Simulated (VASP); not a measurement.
# Nb (Fm-3m) in VASP: a series of runs

The runs below take Nb through single point, with PBEsol, r2SCAN.

Program: VASP 6.6.1. These are calculated values, not measurements. Logs are shortened: lines on timing, memory, paths and dates and some standing lists are left out, and cuts for length are marked.

## 1. The cell of the first run

The structure is cubic, space group Fm-3m (No. 225). Conventional cell: a = 4.230 Å, b = 4.230 Å, c = 4.230 Å, α = 90.00°, β = 90.00°, γ = 90.00°. Within 3.9 Å of Nb (site symmetry m-3m) lie 12 Nb at 2.99 Å.

## 2. Single point, PBEsol

The input, INCAR:

```
ALGO = Fast
EDIFF = 1E-6
ENCUT = 520
GGA = PS
ISIF = 2
ISMEAR = -1
LASPH = T
LCHARG = T
LELF = T
LREAL = F
LVHAR = T
LWAVE = F
NBANDS = 12
NELM = 60
PREC = Accurate
SIGMA = 0.05
```

The input, KPOINTS:

```
k-points
0
Gamma
  16 16 16
```

The input, POSCAR:

```
Nb
1.0
    0.0000000000      2.1150000000      2.1150000000
    2.1150000000      0.0000000000      2.1150000000
    2.1150000000      2.1150000000      0.0000000000
Nb
1
Direct
    0.0000000000      0.0000000000      0.0000000000
```

Potentials or basis: VASP PAW PBE potentials, release 64 (Nb_sv).

Launch:

```bash
cat potpaw_PBE.64/Nb_sv/POTCAR > POTCAR
mpirun -np 1 vasp_std > vasp.out
```

OUTCAR:

```text
EDIFF = 1E-6
   ENCUT = 520
   GGA = PS
   ISIF = 2
   ISMEAR = -1
   LASPH = T
   LREAL = F
   NELM = 60
   PREC = Accurate

 ion  position               nearest neighbor table
   1  0.000  0.000  0.000-

  LATTYP: Found a face centered cubic cell.
 ALAT       =     4.2300000000

  Lattice vectors:

 A1 = (   0.0000000000,   2.1150000000,   2.1150000000)
 A2 = (   2.1150000000,   0.0000000000,   2.1150000000)
 A3 = (   2.1150000000,   2.1150000000,   0.0000000000)

Analysis of symmetry for initial positions (statically):
=====================================================================
 Subroutine PRICEL returns:
 Original cell was already a primitive cell.

 Routine SETGRP: Setting up the symmetry group for a
 face centered cubic supercell.

 Subroutine GETGRP returns: Found 48 space group operations
 (whereof 48 operations were pure point group operations)
 out of a pool of 48 trial point group operations.

The static configuration has the point symmetry O_h .

Analysis of symmetry for dynamics (positions and initial velocities):
=====================================================================
 Subroutine PRICEL returns:
 Original cell was already a primitive cell.

 Routine SETGRP: Setting up the symmetry group for a
 face centered cubic supercell.

 Subroutine GETGRP returns: Found 48 space group operations
 (whereof 48 operations were pure point group operations)
 out of a pool of 48 trial point group operations.

The dynamic configuration has the point symmetry O_h .

 Subroutine INISYM returns: Found 48 space group operations
 (whereof 48 operations are pure point group operations),
 and found     1 'primitive' translations

----------------------------------------------------------------------------------------

                                     Primitive cell

  volume of cell :      18.9217

  direct lattice vectors                    reciprocal lattice vectors
     0.000000000  2.115000000  2.115000000    -0.236406619  0.236406619  0.236406619
     2.115000000  0.000000000  2.115000000     0.236406619 -0.236406619  0.236406619
     2.115000000  2.115000000  0.000000000     0.236406619  0.236406619 -0.236406619

  length of vectors
     2.991061684  2.991061684  2.991061684     0.409468276  0.409468276  0.409468276

  position of ions in fractional coordinates (direct lattice)
     0.000000000  0.000000000  0.000000000

  ion indices of the primitive-cell ions
   primitive index   ion index
[... 81 lines left out ...]
   POTIM  = 0.5000    time-step for ionic-motion
   TEBEG  =    0.0;   TEEND  =   0.0 temperature during run
   PSTRESS=    0.0 pullay stress
   NELECT =      13.0000    total number of electrons
   NUPDOWN=      -1.0000    fix difference up-down
   EMIN   =  10.00;   EMAX   =-10.00  energy-range for DOS
   EFERMI =   0.00;   METHOD = LEGACY
   ISMEAR =    -1;   SIGMA  =   0.05  broadening in eV -4-tet -1-fermi 0-gaus
   EFERMI_NEDOS =   21; number of points for ismear=-14 and -15
   IALGO  =     68    algorithm
   IMIX   =      4    mixing-type and parameters
     AMIX     =   0.40;   BMIX     =  1.00
     AMIX_MAG =   1.60;   BMIX_MAG =  1.00
  volume/ion in A,a.u.               =      18.92       127.69
  Fermi-wavevector in a.u.,A,eV,Ry     =   1.444560  2.729823 28.392005  2.086754
  Thomas-Fermi vector in A             =   2.562841
   LORBIT       =      0    0 simple, 1 ext, 2 COOP (PROOUT), +10 PAW based schemes
   GGA     = PS    functional components
   LHFCALC =     F    Hartree Fock is set to
   AEXX    =    0.0000 exact exchange contribution
   IVDW    =     0    specifies the selected vdW correction
   LEPSILON=     F    determine dielectric tensor
   LRPA    =     F    only Hartree local field effects (RPA)
 non-spin polarized calculation
 RMM-DIIS sequential band-by-band and
  energy-cutoff  :      520.00
  volume of cell :       18.92
 maximum number of plane-waves:       531
 NGX is ok and might be reduce to    24
   NGX = 11   NGY = 11   NGZ = 11

 number of electron      13.0000001 magnetization

 Free energy of the ion-electron system (eV)
  ---------------------------------------------------
  ext. energy  EPLUGINS =         0.00000000
  ---------------------------------------------------
  free energy    TOTEN  =       -10.59279222 eV

  energy without entropy =      -10.57970841  energy(sigma->0) =      -10.58625032

 E-fermi :  10.7110     XC(G=0): -12.3785

 val. band max:       10.7063092874   @ k =  -0.4375   0.3125   0.0625
 cond. band min:      10.7150192424   @ k =   0.0625   0.0000   0.0000
 fundamental gap:      0.0087099550
 Fermi energy:        10.7110280265

 k-point     1 :       0.0000    0.0000    0.0000
  band No.  band energies     occupation
      1     -43.9848      2.00000
      2     -19.4064      2.00000
      3     -19.4064      2.00000
      4     -19.4064      2.00000
      5       4.4881      2.00000
      6      10.8278      0.17650
      7      10.8278      0.17650
      8      10.8278      0.17650
      9      13.3899      0.00000
     10      13.3899      0.00000
     11      22.5427      0.00000
     12      27.2437      0.00000
[... 331 lines left out ...]
 k-point    24 :      -0.0625    0.0625    0.0000
  band No.  band energies     occupation
      1     -43.9663      2.00000
      2     -19.5202      2.00000
      3     -19.4394      2.00000
      4     -19.4140      2.00000
      5       4.8676      2.00000
      6      10.5254      1.95233
      7      10.9894      0.00761
      8      11.0285      0.00349
      9      13.1009      0.00000
     10      13.3929      0.00000
     11      23.2925      0.00000
     12      26.0729      0.00000

 [... further k-points ...]

------------------------ aborting loop because EDIFF is reached ----------------------------------------

  FORCE on cell =-STRESS in cart. coord.  units (eV):
  Direction    XX          YY          ZZ          XY          YZ          ZX
  --------------------------------------------------------------------------------------
  -------------------------------------------------------------------------------------
  Total       -0.8387007     -0.8387007     -0.8387007     -0.0000000     -0.0000000      0.0000000
  in kB      -71.0160481    -71.0160481    -71.0160481     -0.0000000     -0.0000000      0.0000000
  external PRESSURE =     -71.0160481 kB  Pullay stress =       0.0000000 kB

 VOLUME and BASIS-vectors are now :
 -----------------------------------------------------------------------------
  energy-cutoff  :      520.00
  volume of cell :       18.92
      direct lattice vectors                 reciprocal lattice vectors
     0.000000000  2.115000000  2.115000000    -0.236406619  0.236406619  0.236406619
     2.115000000  0.000000000  2.115000000     0.236406619 -0.236406619  0.236406619
     2.115000000  2.115000000  0.000000000     0.236406619  0.236406619 -0.236406619

 POSITION                                       TOTAL-FORCE (eV/Angst)
 -----------------------------------------------------------------------------------
      0.00000      0.00000      0.00000         0.000000      0.000000      0.000000
 -----------------------------------------------------------------------------------
    total drift:                                0.000000     -0.000000      0.000000

  FREE ENERGIE OF THE ION-ELECTRON SYSTEM (eV)
  ---------------------------------------------------
  free  energy   TOTEN  =       -10.5927922218 eV

  energy  without entropy=      -10.5797084113  energy(sigma->0) =      -10.58625032
```

OSZICAR:

```text
N       E                     dE             d eps       ncg     rms          rms(c)
DAV:   1     0.114271971812E+03    0.11427E+03   -0.72406E+03  3496   0.108E+03
DAV:   2    -0.623385240956E+01   -0.12051E+03   -0.11609E+03  3764   0.385E+02
DAV:   3    -0.108198073669E+02   -0.45860E+01   -0.43596E+01  5016   0.653E+01
DAV:   4    -0.111409541782E+02   -0.32115E+00   -0.31867E+00  5036   0.157E+01
[... 12 lines left out ...]
RMM:  17    -0.105927984038E+02   -0.14385E-04   -0.74573E-05  4973   0.106E-01    0.454E-02
RMM:  18    -0.105927983421E+02    0.61727E-07   -0.16695E-05  4365   0.399E-02    0.405E-02
RMM:  19    -0.105927940120E+02    0.43300E-05   -0.10182E-05  3579   0.238E-02    0.245E-02
RMM:  20    -0.105927929316E+02    0.10804E-05   -0.74438E-06  3270   0.213E-02    0.160E-02
RMM:  21    -0.105927922218E+02    0.70986E-06   -0.50997E-06  3199   0.212E-02
   1 F= -.10592792E+02 E0= -.10586250E+02  d E =-.130838E-01
```

stdout:

```text
POSCAR found type information on POSCAR Nb
 POSCAR found :  1 types and       1 ions
 scaLAPACK will be used
 -----------------------------------------------------------------------------
|                                                                             |
|                                                                             |
|     You enforced a specific xc type in the INCAR file but a different       |
|     I HOPE YOU KNOW WHAT YOU ARE DOING!                                     |
|                                                                             |
 -----------------------------------------------------------------------------

 LDA part: xc-table for (Slater+PW92), standard interpolation
 POSCAR, INCAR and KPOINTS ok, starting setup
 FFT: planning ... GRIDC
 FFT: planning ... GRID_SOFT
 FFT: planning ... GRID
 WAVECAR not read
 entering main loop
WARNING in EDDRMM: call to ZHEGV failed, returncode =   8  4     11
WARNING in EDDRMM: call to ZHEGV failed, returncode =   8  4      5
```

Run time: 2.7 min. Hardware: 1 thread of AMD EPYC 7R13, shared host; peak memory 0.13 GiB.

Results:

```
Free energy : -10.5928 eV
Pressure    : -7.1 GPa
```

Caveat: the PAW data sets were made with another functional, which shifts forces and pressure a little.

## 3. Single point, r2SCAN (volume scaled by 0.98)

The input, POSCAR:

```
Nb
1.0
    0.0000000000      2.1008049414      2.1008049414
    2.1008049414      0.0000000000      2.1008049414
    2.1008049414      2.1008049414      0.0000000000
Nb
1
Direct
    0.0000000000      0.0000000000      0.0000000000
```

The input, INCAR.step1:

```
SYSTEM = Nb
PREC = Accurate
ENCUT = 550
ISMEAR = -1
SIGMA = 0.05
LREAL = .False.
LASPH = .True.
NELM = 120
NBANDS = 12
GGA = PE
ALGO = Normal
EDIFF = 1E-5
LWAVE = .True.
LCHARG = .False.
GGA_COMPAT = .False.
```

The input, INCAR.step2:

```
SYSTEM = Nb
PREC = Accurate
ENCUT = 550
EDIFF = 1E-6
ISMEAR = -1
SIGMA = 0.05
LREAL = .False.
LASPH = .True.
NELM = 120
ALGO = Normal
ISIF = 2
LWAVE = .False.
LCHARG = .False.
METAGGA = R2SCAN
LMIXTAU = .True.
NBANDS = 12
ISTART = 1
GGA_COMPAT = .False.
```

The input, KPOINTS:

```
regular mesh
0
Gamma
  11 11 11
  0 0 0
```

Potentials or basis: VASP PAW PBE potentials, release 64 (Nb_sv).

Launch:

```bash
cat potpaw_PBE.64/Nb_sv/POTCAR > POTCAR
cp INCAR.step1 INCAR
mpirun -np 1 vasp_std > vasp.out
cp INCAR.step2 INCAR
mpirun -np 1 vasp_std > vasp.out
```

Wall time 24 s (1 thread of Intel Xeon Platinum 8559C (Emerald Rapids), shared host); peak memory 0.15 GiB.

It converged, with:

```
Free energy : -24.5150 eV
Pressure    : 0.7 GPa
```

Levels at points of the mesh, in eV from the Fermi level:
| k point | band 2 | band 3 | band 4 | band 5 | band 6 | band 7 | band 8 | band 9 | band 10 | band 11 |
| --- | --- | --- | --- | --- | --- | --- | --- | --- | --- | --- |
| (0.00, 0.00, 0.00) | -31.25 | -31.25 | -31.25 | -6.67 | 0.10 | 0.10 | 0.10 | 2.97 | 2.97 | 12.22 |

Caveat: the PAW data sets were made with another functional, which shifts forces and pressure a little.
